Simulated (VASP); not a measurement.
The system is Ir3Rh.

```
Ir Rh
1.0
     3.84034    0.00000    0.00000
     0.00000    3.84034    0.00000
     0.00000    0.00000    3.84034
Ir Rh
3 1
Direct
  0.50000 0.00000 0.50000
  0.00000 0.50000 0.50000
  0.50000 0.50000 0.00000
  0.00000 0.00000 0.00000
```

| Quantity | Value |
| --- | --- |
| Program | VASP 6.6.1 |
| Task | relaxation of volume and atoms at fixed shape |
| Functional | LDA |
| Potentials or basis | VASP PAW LDA potentials, release 64 (Ir, Rh_pv) |
| Cutoff | 600 eV |
| k mesh | 11 × 11 × 11 |
| Occupations | fermi-dirac, width 0.1 eV |
| Spin | no spin polarisation |

At the start: pressure -9.9 GPa; volume 14.16 Å³/atom.

Task: How do energy, volume and symmetry change on relaxing?

Result: Over 4 steps the energy falls by 12.5 meV/atom and the volume is 13.77 Å³/atom (-2.7 %); space group Pm-3m (No. 221, to 0.1 Å) before and after.

Step by step:
| step | energy change (eV) | largest force (eV/Å) | pressure (GPa) | volume (Å³) |
| --- | --- | --- | --- | --- |
| 1 | 0.0000 | 0.0000 | -9.94 | 56.64 |
| 2 | 0.7062 | 0.0000 | 50.28 | 49.74 |
| 3 | -0.0498 | 0.0000 | -0.46 | 55.14 |
| 4 | -0.0499 | 0.0000 | -0.09 | 55.09 |

Final structure:
```xyz
4
Lattice="3.8049 0.0000 0.0000 0.0000 3.8049 0.0000 0.0000 0.0000 3.8049" Properties=species:S:1:pos:R:3 pbc="T T T"
Ir    1.9025    0.0000    1.9025
Ir    0.0000    1.9025    1.9025
Ir    1.9025    1.9025    0.0000
Rh    0.0000    0.0000    0.0000
```
